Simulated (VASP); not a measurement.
# ZrS (Fm-3m) in VASP: further runs, part 2 of 2

VASP 6.6.1. Earlier steps stand in the parts before.

## Step 4: Single point, LDA, collinear spin (13.87 Å³/atom)

INCAR

```
SYSTEM = ZrS
  ALGO = Normal
  EDIFF = 1E-6
  ENCUT = 520
  GGA = CA
  ISIF = 2
  ISMEAR = 0
  ISPIN = 2
  LASPH = .TRUE.
  LCHARG = .FALSE.
  LMAXMIX = 4
  LORBIT = 11
  LREAL = .FALSE.
  LWAVE = .FALSE.
  MAGMOM = 0.6 0
  NBANDS = 20
  NELM = 150
  NUPDOWN = 0.6
  PREC = Accurate
  SIGMA = 0.15
```

KPOINTS

```
k-points
0
G
  16 16 16
  0 0 0
```

POSCAR

```
ZrS
1.0
    0.0000000000      2.4028323044      2.4028323044
    2.4028323044      0.0000000000      2.4028323044
    2.4028323044      2.4028323044      0.0000000000
Zr S
1 1
Direct
    0.0000000000      0.0000000000      0.0000000000
    0.5000000000      0.5000000000      0.5000000000
```

Potentials or basis: VASP PAW LDA potentials, release 64 (Zr_sv, S).

The run is started by

```sh
$ cat potpaw_LDA.64/Zr_sv/POTCAR potpaw_LDA.64/S/POTCAR > POTCAR
$ mpirun -np 1 vasp_std > vasp.out
```

OUTCAR:

```text
SYSTEM = ZrS
   EDIFF = 1E-6
   ENCUT = 520
   GGA = CA
   ISIF = 2
   ISMEAR = 0
   ISPIN = 2
   LASPH = .TRUE.
   LORBIT = 11
   LREAL = .FALSE.
   NELM = 150
   NUPDOWN = 0.6
   PREC = Accurate

 ion  position               nearest neighbor table
   1  0.000  0.000  0.000-   2 2.40   2 2.40   2 2.40   2 2.40   2 2.40   2 2.40
   2  0.500  0.500  0.500-   1 2.40   1 2.40   1 2.40   1 2.40   1 2.40   1 2.40

  LATTYP: Found a face centered cubic cell.
 ALAT       =     4.8056646088

  Lattice vectors:

 A1 = (   0.0000000000,   2.4028323044,   2.4028323044)
 A2 = (   2.4028323044,   0.0000000000,   2.4028323044)
 A3 = (   2.4028323044,   2.4028323044,   0.0000000000)

Analysis of symmetry for initial positions (statically):
=====================================================================
 Subroutine PRICEL returns:
 Original cell was already a primitive cell.

 Routine SETGRP: Setting up the symmetry group for a
 face centered cubic supercell.

 Subroutine GETGRP returns: Found 48 space group operations
 (whereof 48 operations were pure point group operations)
 out of a pool of 48 trial point group operations.

The static configuration has the point symmetry O_h .

Analysis of symmetry for dynamics (positions and initial velocities):
=====================================================================
 Subroutine PRICEL returns:
 Original cell was already a primitive cell.

 Routine SETGRP: Setting up the symmetry group for a
 face centered cubic supercell.

 Subroutine GETGRP returns: Found 48 space group operations
 (whereof 48 operations were pure point group operations)
 out of a pool of 48 trial point group operations.

The dynamic configuration has the point symmetry O_h .

Analysis of structural, dynamic, and magnetic symmetry:
=====================================================================
 Subroutine PRICEL returns:
 Original cell was already a primitive cell.

[... 150 lines left out ...]
  ext. energy  EPLUGINS =         0.00000000
  ---------------------------------------------------
  free energy    TOTEN  =       -16.23899637 eV

  energy without entropy =      -16.22759729  energy(sigma->0) =      -16.23329683

 E-fermi :  13.5567     XC(G=0): -12.8322

 val. band max:       14.5458095438   @ k =   0.4375   0.0625   0.0000
 cond. band min:      13.5717457929   @ k =   0.1875   0.1250   0.0625
 fundamental gap:     -0.9740637510
 Fermi energy:        14.5539587696

 spin component 1

 k-point     1 :       0.0000    0.0000    0.0000
  band No.  band energies     occupation
      1     -35.0522      1.00000
      2     -13.1632      1.00000
      3     -13.1632      1.00000
      4     -13.1632      1.00000
      5      -2.8492      1.00000
      6      10.6499      1.00000
[... 541 lines left out ...]
     19      32.4544      0.00000
     20      33.8821      0.00000

 [... further k-points ...]

 spin component 2

 k-point     1 :       0.0000    0.0000    0.0000
  band No.  band energies     occupation
      1     -34.8690      1.00000
      2     -12.9567      1.00000
      3     -12.9567      1.00000
      4     -12.9567      1.00000
      5      -2.6884      1.00000
      6      10.8021      1.00000
[... 541 lines left out ...]
     19      32.6552      0.00000
     20      34.0758      0.00000

 [... further k-points ...]

------------------------ aborting loop because EDIFF is reached ----------------------------------------

  FORCE on cell =-STRESS in cart. coord.  units (eV):
  Direction    XX          YY          ZZ          XY          YZ          ZX
  --------------------------------------------------------------------------------------
  -------------------------------------------------------------------------------------
  Total        8.5240217      8.5240217      8.5240217     -0.0000000      0.0000000      0.0000000
  in kB      492.2148890    492.2148890    492.2148890     -0.0000000      0.0000000      0.0000000
  external PRESSURE =     492.2148890 kB  Pullay stress =       0.0000000 kB

 VOLUME and BASIS-vectors are now :
 -----------------------------------------------------------------------------
  energy-cutoff  :      520.00
  volume of cell :       27.75
      direct lattice vectors                 reciprocal lattice vectors
     0.000000000  2.402832304  2.402832304    -0.208087763  0.208087763  0.208087763
     2.402832304  0.000000000  2.402832304     0.208087763 -0.208087763  0.208087763
     2.402832304  2.402832304  0.000000000     0.208087763  0.208087763 -0.208087763

 POSITION                                       TOTAL-FORCE (eV/Angst)
 -----------------------------------------------------------------------------------
      0.00000      0.00000      0.00000         0.000000      0.000000     -0.000000
      2.40283      2.40283      2.40283         0.000000      0.000000      0.000000
 -----------------------------------------------------------------------------------
    total drift:                                0.000000      0.000000      0.000000

  FREE ENERGIE OF THE ION-ELECTRON SYSTEM (eV)
  ---------------------------------------------------
  free  energy   TOTEN  =       -16.2389963734 eV

  energy  without entropy=      -16.2275972902  energy(sigma->0) =      -16.23329683

 total charge

# of ion       s       p       d       tot
------------------------------------------
    1        2.174   6.027   2.096  10.297
    2        1.327   2.595   0.000   3.923
--------------------------------------------------
tot          3.501   8.623   2.096  14.220

 magnetization (x)

# of ion       s       p       d       tot
------------------------------------------
    1        0.005   0.003   0.324   0.332
    2        0.003   0.040   0.000   0.044
--------------------------------------------------
tot          0.009   0.044   0.324   0.376
```

OSZICAR:

```text
N       E                     dE             d eps       ncg     rms          rms(c)
DAV:   1     0.127534544857E+03    0.12753E+03   -0.91411E+03 11624   0.877E+02
DAV:   2    -0.116916211439E+02   -0.13923E+03   -0.13299E+03 13532   0.259E+02
DAV:   3    -0.168726712078E+02   -0.51811E+01   -0.51142E+01 16020   0.433E+01
DAV:   4    -0.169903647641E+02   -0.11769E+00   -0.11753E+00 14800   0.565E+00
DAV:   5    -0.169918557822E+02   -0.14910E-02   -0.14909E-02 15856   0.543E-01    0.284E+01
DAV:   6    -0.162684583187E+02    0.72340E+00   -0.76611E-01 14404   0.769E+00    0.137E+01
DAV:   7    -0.162414467635E+02    0.27012E-01   -0.16369E-01 16328   0.256E+00    0.484E+00
DAV:   8    -0.162371208275E+02    0.43259E-02   -0.29553E-02 13880   0.124E+00    0.193E+00
DAV:   9    -0.162389270366E+02   -0.18062E-02   -0.22527E-03 14328   0.365E-01    0.374E-01
DAV:  10    -0.162389910349E+02   -0.63998E-04   -0.21364E-04 13820   0.117E-01    0.176E-01
DAV:  11    -0.162389959179E+02   -0.48830E-05   -0.88979E-05 13280   0.690E-02    0.908E-02
DAV:  12    -0.162389963734E+02   -0.45550E-06   -0.97965E-06 13360   0.236E-02
   1 F= -.16238996E+02 E0= -.16233297E+02  d E =-.113991E-01  mag=     0.6000
```

Wall time 67 s (1 thread of Intel Xeon 6975P-C (Granite Rapids), shared host); peak memory 0.24 GiB.

Results:

- Free energy: -16.2390 eV
- Pressure: 49.2 GPa
- Net moment: 0.60 μB per cell
- Site moments: Zr +0.33; S +0.04 μB
- Valence electrons inside the program's atomic spheres: Zr 10.30; S 3.92

Caveat: the cell stands under pressure; the total moment is fixed, so each spin has its own Fermi level and the state may be an excited one.

## Step 5: The runs side by side

```tsv
fixed moment (μB)	pressure (GPa)	moment (μB)
0.8	50.3	0.80
0.4	48.6	0.40
0.6	49.2	0.60
```

Alike in all rows: task single point; level LDA; potentials or basis VASP PAW LDA potentials, release 64 (Zr_sv, S); spin collinear; cell as given; k mesh 16 × 16 × 16; cutoff (eV) 520; smearing gaussian 0.15 eV.

Caveats: the cell stands under pressure; the total moment is fixed, so each spin has its own Fermi level and the state may be an excited one.

Total energies depend on the potentials used, so only differences within one code and one set of settings carry meaning.
